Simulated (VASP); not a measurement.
BaTiO3:

```xyz
5
Lattice="2.8274 1.6324 2.3184 -2.8274 1.6324 2.3184 0.0000 -3.2648 2.3184" Properties=species:S:1:pos:R:3 pbc="T T T"
Ba    0.0000    0.0000    0.0000
Ti    0.0000    0.0000    3.3698
O     1.3885   -0.8017    2.3988
O    -1.3885   -0.8017    2.3988
O     0.0000    1.6033    2.3988
```

```yaml
Program: VASP 6.6.1
Task: relaxation of cell and atoms
Functional: PBEsol
Dispersion: D3(BJ)
Potentials_or_basis: VASP PAW PBE potentials, release 64 (Ba_sv, Ti_sv, O)
Cutoff: 600 eV
k_mesh: 7 × 7 × 7
Occupations: fermi-dirac, width 0.05 eV
Spin: no spin polarisation
```

At the start: pressure -3.0 GPa; volume 12.84 Å³/atom.

Q: How do energy, volume and symmetry change on relaxing?

A: Over 11 steps the energy falls by 4.3 meV/atom and the volume is 12.49 Å³/atom (-2.7 %); space group R3m (No. 160, to 0.1 Å) before and after.

The path:
```csv
step,energy change (eV),largest force (eV/Å),pressure (GPa),volume (Å³)
1,0.0000,0.1371,-2.97,64.20
2,-0.0068,0.3987,2.85,62.02
3,-0.0132,0.2952,0.36,62.90
4,-0.0196,0.1409,0.19,62.65
5,-0.0204,0.0752,0.18,62.52
6,-0.0210,0.0355,-0.23,62.64
7,-0.0211,0.0334,-0.34,62.68
8,-0.0214,0.0223,-0.01,62.54
9,-0.0215,0.0256,0.03,62.52
10,-0.0216,0.0177,0.01,62.50
11,-0.0216,0.0077,0.01,62.47
```

Final structure:
```
CELL_PARAMETERS angstrom
2.80471 1.61930 2.29248
-2.80471 1.61930 2.29248
0.00000 -3.23860 2.29248
ATOMIC_POSITIONS crystal
Ba 0.99974 0.99974 0.99974
Ti 0.49016 0.49016 0.49016
O 0.50821 0.01288 0.50821
O 0.01288 0.50821 0.50821
O 0.50821 0.50821 0.01288
```

Caveat: the PAW data sets were made with another functional, which shifts forces and pressure a little.
